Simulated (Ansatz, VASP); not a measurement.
# CsH in VASP and in Ansatz

INCAR

```
SYSTEM = CsH
  PREC = Accurate
  ENCUT = 520
  EDIFF = 1E-7
  ISMEAR = 0
  SIGMA = 0.02
  LREAL = .False.
  LASPH = .True.
  NELM = 60
  ALGO = Normal
  ISIF = 2
  LWAVE = .False.
  LCHARG = .False.
  GGA = CA
  NBANDS = 18
```

KPOINTS

```
regular mesh
0
Gamma
  6 6 6
  0 0 0
```

File POSCAR:

```
CsH
1.0
    3.1121405845      3.1121405845      0.0000000000
   -3.1121405845      3.1121405845      0.0000000000
    0.0000000000      0.0000000000      6.0855384812
Cs H
2 2
Direct
    0.0000000000      0.0000000000      0.0000000000
    0.5000000000      0.5000000000      0.5000000000
    0.5000000000      0.5000000000      0.0000000000
    0.0000000000      0.0000000000      0.5000000000
```

Input for Ansatz:

```yaml
crystal:
  lattice:
    - [3.1121405845, 3.1121405845, 0.0]
    - [-3.1121405845, 3.1121405845, 0.0]
    - [0.0, 0.0, 6.0855384812]
  atoms:
    - { symbol: Cs, position: [0.0, 0.0, 0.0] }
    - { symbol: Cs, position: [0.5, 0.5, 0.5] }
    - { symbol: H, position: [0.5, 0.5, 0.0] }
    - { symbol: H, position: [0.0, 0.0, 0.5] }
basis:
  ecutwfc: 420
kpoints:
  mp_grid: { grid: [6, 6, 6] }
  band_path: { path: [VBM, CBM], npoints: 2 }
hamiltonian:
  xc: lda
scf:
  occupations: { method: gaussian, width: 0.02 }
output:
  forces: true
  stress: true
  eigenvalues: true
checkpoint:
  read: start.run
  write: ck
  compress: false
  write_wavefunctions: false
  write_every: 100000
```

Alike in both runs: task single point; functional LDA; k mesh 6 × 6 × 6; occupations gaussian, width 0.02 eV; no spin polarisation.

|  | VASP | Ansatz |
| --- | --- | --- |
| version | VASP 6.6.1 | Ansatz 0.2.0 |
| potentials or method | VASP PAW LDA potentials, release 64 (Cs_sv, H), cutoff 520 eV | scalar-relativistic, plane waves, PAW |
| valence electrons in the cell | 20 | 20 |

Ansatz gave:

| Quantity | Value |
| --- | --- |
| gap on the k mesh at the Fermi level (eV) | 1.81 |
| least direct gap on the mesh (eV) | 1.81 |
| pressure (GPa) | -0.4 |
| traceless stress, the component that is largest in VASP (GPa) | 0.43 |

**Question.** What did VASP give for the same quantities?

**Answer.** gap on the k mesh at the Fermi level (eV): 1.79; least direct gap on the mesh (eV): 1.79; pressure (GPa): -0.4; traceless stress, the component that is largest in VASP (GPa): 0.44.

LDA's correlation is that of Perdew and Zunger in VASP and of Perdew and Wang (1992) in Ansatz.

Neither program's run includes spin-orbit coupling.
